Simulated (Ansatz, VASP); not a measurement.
## One calculation of Ge, two programs

Contents of INCAR:

```
SYSTEM = Ge
  ALGO = Normal
  EDIFF = 1E-6
  ENCUT = 520
  GGA = PS
  ISIF = 2
  ISMEAR = -1
  LASPH = .True.
  LCHARG = .True.
  LELF = .True.
  LREAL = .False.
  LVHAR = .True.
  LWAVE = .False.
  NBANDS = 36
  NELM = 60
  PREC = Accurate
  SIGMA = 0.05
```

The input KPOINTS:

```
k-points
0
Gamma
  8 8 4
  0 0 0
```

File POSCAR:

```
Ge
1.0
    3.9159795603      0.0000000000      0.0000000000
   -1.9579897802      3.3913377800      0.0000000000
    0.0000000000      0.0000000000      6.4646589660
Ge
4
Direct
    0.3333333333      0.6666666667      0.9370987500
    0.6666666667      0.3333333333      0.4370987500
    0.3333333333      0.6666666667      0.5629012500
    0.6666666667      0.3333333333      0.0629012500
```

File input.yaml:

```yaml
crystal:
  lattice:
    - [3.9159795603, 0.0, 0.0]
    - [-1.9579897802, 3.39133778, 0.0]
    - [0.0, 0.0, 6.464658966]
  atoms:
    - { symbol: Ge, position: [0.3333333333, 0.6666666667, 0.93709875] }
    - { symbol: Ge, position: [0.6666666667, 0.3333333333, 0.43709875] }
    - { symbol: Ge, position: [0.3333333333, 0.6666666667, 0.56290125] }
    - { symbol: Ge, position: [0.6666666667, 0.3333333333, 0.06290125] }
kpoints:
  mp_grid: { grid: [8, 8, 4] }
scf:
  occupations: { method: fermi_dirac, width: 0.05 }
hamiltonian:
  xc: pbesol
  pseudopotentials: { kind: all_electron, lapw: { basis_error: 0.001 } }
output:
  forces: true
  stress: true
  eigenvalues: true
```

Change from the starting cell: volume scaled by 0.94.

Alike in both runs: task single point; functional PBEsol; k mesh 8 × 8 × 4; occupations fermi-dirac, width 0.05 eV; no spin polarisation.

|  | VASP | Ansatz |
| --- | --- | --- |
| version | VASP 6.6.1 | Ansatz 0.2.0 |
| potentials or method | VASP PAW PBE potentials, release 64 (Ge_d), cutoff 520 eV | all-electron LAPW, scalar-relativistic |

|  | VASP | Ansatz | Ansatz less VASP |
| --- | --- | --- | --- |
| gap on the k mesh at the Fermi level (eV) | none | none | - |
| pressure (GPa) | 4.6 | 4.7 | +0.12 |
| traceless stress, the component that is largest in VASP (GPa) | -0.22 | -0.22 | +0.002 |
| rms of the force components (eV/Å) | 0.014 | 0.014 | +0.0005 |

VASP's potentials were made for PBE, not for PBEsol. Atom by atom the forces differ by 0.000 eV/Å (rms over components). A gap of «none» marks a metal or a gap that the smearing closes. Ansatz ran all-electron here, and VASP with PAW potentials.
